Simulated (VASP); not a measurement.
# CuI (P4/nmm) in VASP: dielectric tensor with LDA

Aim: the dielectric tensor of CuI with LDA.

All numbers are computed with VASP 6.6.1; they aren't measurements. Logs are shortened: lines on timing, memory, paths and dates and some standing lists are left out, and cuts for length are marked.

## (1) The cell of the first run

The structure is tetragonal, space group P4/nmm (No. 129). The conventional cell has a = 4.023 Å, b = 4.023 Å, c = 5.651 Å, α = 90.00°, β = 90.00°, γ = 90.00°. Cu (site symmetry -4m2) has 4 I at 2.60 Å and 4 Cu at 2.84 Å within 3.4 Å. Within 3.4 Å of I (site symmetry 4mm) lie 4 Cu at 2.60 Å.

## (2) Dielectric tensor, LDA

INCAR

```
PREC = Accurate ; ENCUT = 520
EDIFF = 1E-8 ; ISMEAR = 0
SIGMA = 0.01 ; LREAL = F
LASPH = T ; NELM = 120
ALGO = Normal ; ISIF = 2
LWAVE = F ; LCHARG = F
LEPSILON = T ; GGA_COMPAT = F
```

KPOINTS

```
Automatic mesh
0
Gamma
  6 6 4
```

POSCAR

```
CuI
1.0
    4.0229000000      0.0000000000      0.0000000000
    0.0000000000      4.0229000000      0.0000000000
    0.0000000000      0.0000000000      5.6506000000
Cu I
2 2
Direct
    1.0000000000      0.0000000000      0.0000000000
    0.5000000000      0.5000000000      0.0000000000
    1.0000000000      0.5000000000      0.2913000000
    0.5000000000      0.0000000000      0.7087000000
```

Potentials or basis: VASP PAW LDA potentials, release 64 (Cu, I).

Run with:

```bash
> cat potpaw_LDA.64/Cu/POTCAR potpaw_LDA.64/I/POTCAR > POTCAR
> mpirun -np 1 vasp_std > vasp.out
```

OUTCAR:

```text
PREC = Accurate
   ENCUT = 520
   EDIFF = 1E-8
   ISMEAR = 0
   LREAL = F
   LASPH = T
   NELM = 120
   ISIF = 2
   LEPSILON = T

 ion  position               nearest neighbor table
   1  0.000  0.000  0.000-   3 2.60   4 2.60   3 2.60   4 2.60
   2  0.500  0.500  0.000-   3 2.60   4 2.60   4 2.60   3 2.60
   3  0.000  0.500  0.291-   1 2.60   2 2.60   1 2.60   2 2.60
   4  0.500  0.000  0.709-   1 2.60   2 2.60   2 2.60   1 2.60

  LATTYP: Found a simple tetragonal cell.
 ALAT       =     4.0229000000
 C/A-ratio  =     1.4046086157

  Lattice vectors:

 A1 = (   4.0229000000,   0.0000000000,   0.0000000000)
 A2 = (   0.0000000000,   4.0229000000,   0.0000000000)
 A3 = (   0.0000000000,   0.0000000000,   5.6506000000)

Analysis of symmetry for initial positions (statically):
=====================================================================
 Subroutine PRICEL returns:
 Original cell was already a primitive cell.

 Routine SETGRP: Setting up the symmetry group for a
 simple tetragonal supercell.

 Subroutine GETGRP returns: Found 16 space group operations
 (whereof  8 operations were pure point group operations)
 out of a pool of 16 trial point group operations.

The static configuration has the point symmetry D_2d.
 The point group associated with its full space group is D_4h.

Analysis of symmetry for dynamics (positions and initial velocities):
=====================================================================
 Subroutine PRICEL returns:
 Original cell was already a primitive cell.

 Routine SETGRP: Setting up the symmetry group for a
 simple tetragonal supercell.

 Subroutine GETGRP returns: Found 16 space group operations
 (whereof  8 operations were pure point group operations)
 out of a pool of 16 trial point group operations.

The dynamic configuration has the point symmetry D_2d.
 The point group associated with its full space group is D_4h.

 Subroutine INISYM returns: Found 16 space group operations
 (whereof  8 operations are pure point group operations),
 and found     1 'primitive' translations

----------------------------------------------------------------------------------------

                                     Primitive cell
[... 767 lines left out ...]
      2.01145      2.01145      0.00000        -0.000000      0.000000      0.000000
      0.00000      2.01145      1.64602         0.000000      0.000000     -0.324757
      2.01145      0.00000      4.00458         0.000000      0.000000      0.324757
 -----------------------------------------------------------------------------------
    total drift:                                0.000000      0.000000      0.000000

  FREE ENERGIE OF THE ION-ELECTRON SYSTEM (eV)
  ---------------------------------------------------
  free  energy   TOTEN  =       -13.8804380013 eV

  energy  without entropy=      -13.8804380013  energy(sigma->0) =      -13.88043800

 HEAD OF MICROSCOPIC STATIC DIELECTRIC TENSOR (INDEPENDENT PARTICLE, excluding Hartree and local field effects)
 ------------------------------------------------------
           8.425395     0.000000     0.000000
           0.000000     8.425395     0.000000
           0.000000     0.000000     8.219806
 ------------------------------------------------------

 Free energy of the ion-electron system (eV)
  ---------------------------------------------------
  ---------------------------------------------------
  free energy    TOTEN  =        -1.82781608 eV

  energy without entropy =       -1.82781608

------------------------ aborting loop because EDIFF is reached ----------------------------------------

--------------------------------------- Ionic step        2  -------------------------------------------

------------------------ aborting loop because EDIFF is reached ----------------------------------------

--------------------------------------- Ionic step        3  -------------------------------------------

 Free energy of the ion-electron system (eV)
  ---------------------------------------------------
  ---------------------------------------------------
  free energy    TOTEN  =        -1.63872627 eV

  energy without entropy =       -1.63872627

------------------------ aborting loop because EDIFF is reached ----------------------------------------

 PIEZOELECTRIC TENSOR FIELD DIRECTION 3  (e Angst)
 -----------------------------------------------------------------------------
    -0.00265  0.00000  0.00000           (  0.00017  0.00000  0.00000)
     0.00000 -0.00265  0.00000           (  0.00000  0.00017  0.00000)
     0.00000  0.00000 -0.01635           (  0.00000  0.00000 -0.00000)

 PIEZOELECTRIC TENSOR FIELD DIRECTION 3  (C/m^2)
 -----------------------------------------------------------------------------
    -0.00046  0.00000  0.00000
     0.00000 -0.00046  0.00000
     0.00000  0.00000 -0.00286

 MACROSCOPIC STATIC DIELECTRIC TENSOR (including local field effects in DFT)
 ------------------------------------------------------
           7.937120     0.000000     0.000000
           0.000000     7.937120     0.000000
          -0.000000     0.000000     7.152994
 ------------------------------------------------------

 PIEZOELECTRIC TENSOR (including local field effects)  for field in x, y, z        (e  Angst)
          XX          YY          ZZ          XY          YZ          ZX
  --------------------------------------------------------------------------------
  x     0.00000     0.00000     0.00000     0.00000     0.00000     0.00000
  y    -0.00000    -0.00000     0.00000     0.00000     0.00000     0.00000
  z     0.00000     0.00000     0.00000     0.00000     0.00000     0.00000

 PIEZOELECTRIC TENSOR (including local field effects)  for field in x, y, z        (C/m^2)
          XX          YY          ZZ          XY          YZ          ZX
  --------------------------------------------------------------------------------
  x     0.00000     0.00000     0.00000     0.00000     0.00000     0.00000
  y    -0.00000    -0.00000     0.00000     0.00000     0.00000     0.00000
  z     0.00000     0.00000     0.00000     0.00000     0.00000     0.00000

 BORN EFFECTIVE CHARGES (including local field effects) (in |e|, cummulative output)
 ---------------------------------------------------------------------------------
 ion    1
    1     1.06969     0.00000     0.00000
    2     0.00000     1.06969     0.00000
    3     0.00000     0.00000     0.88223
 ion    2
    1     1.06969     0.00000    -0.00000
    2     0.00000     1.06969     0.00000
    3     0.00000     0.00000     0.88223
 ion    3
    1    -1.06969     0.00000     0.00000
    2     0.00000    -1.06969    -0.00000
    3     0.00000     0.00000    -0.88223
 ion    4
    1    -1.06969     0.00000     0.00000
    2     0.00000    -1.06969    -0.00000
    3     0.00000     0.00000    -0.88223
```

OSZICAR:

```text
N       E                     dE             d eps       ncg     rms          rms(c)
DAV:   1     0.273539304642E+03    0.27354E+03   -0.15693E+04  1320   0.188E+03
DAV:   2     0.132499976130E+02   -0.26029E+03   -0.25373E+03  1320   0.364E+02
[... 12 lines left out ...]
RMM:   6    -0.164222413928E+01   -0.11495E-01   -0.77227E-03  2032   0.473E-01    0.114E-01
RMM:   7    -0.163939183469E+01    0.28323E-02   -0.49562E-04  2100   0.276E-01    0.234E-01
RMM:   8    -0.163968779215E+01   -0.29596E-03   -0.40553E-04  2221   0.883E-02    0.268E-01
RMM:   9    -0.163905627148E+01    0.63152E-03   -0.12563E-03  2061   0.865E-02    0.220E-01
RMM:  10    -0.163880365465E+01    0.25262E-03    0.76051E-05  2043   0.337E-02    0.172E-01
RMM:  11    -0.163873678285E+01    0.66872E-04   -0.11197E-04  1944   0.325E-02    0.192E-01
RMM:  12    -0.163872627466E+01    0.10508E-04   -0.34665E-06  2191   0.109E-02    0.199E-01
```

Wall time 10 min (1 thread of Intel Xeon Platinum 8259CL at 2.50GHz (Skylake/Cascade Lake), shared host); peak memory 0.4 GiB.

Results:

```
Band gap on the k mesh                  : 1.43 eV
Electronic dielectric tensor (diagonal) : 7.94, 7.94, 7.15
Born charges (mean of the diagonal)     : Cu +1.01; I -1.01 e
```

Electronic dielectric tensor:
```
7.94 0.00 0.00
0.00 7.94 0.00
0.00 0.00 7.15
```

Born effective charge tensors (e):
atom 1, Cu
```
1.07 0.00 0.00
0.00 1.07 0.00
0.00 0.00 0.88
```
atom 2, Cu
```
1.07 0.00 0.00
0.00 1.07 0.00
0.00 0.00 0.88
```
atom 3, I
```
-1.07  0.00  0.00
 0.00 -1.07  0.00
 0.00  0.00 -0.88
```
atom 4, I
```
-1.07  0.00  0.00
 0.00 -1.07  0.00
 0.00  0.00 -0.88
```

Caveat: spin-orbit coupling is left out, which moves the levels of the heavy elements. As with any semilocal functional, this LDA gap is likely too small.
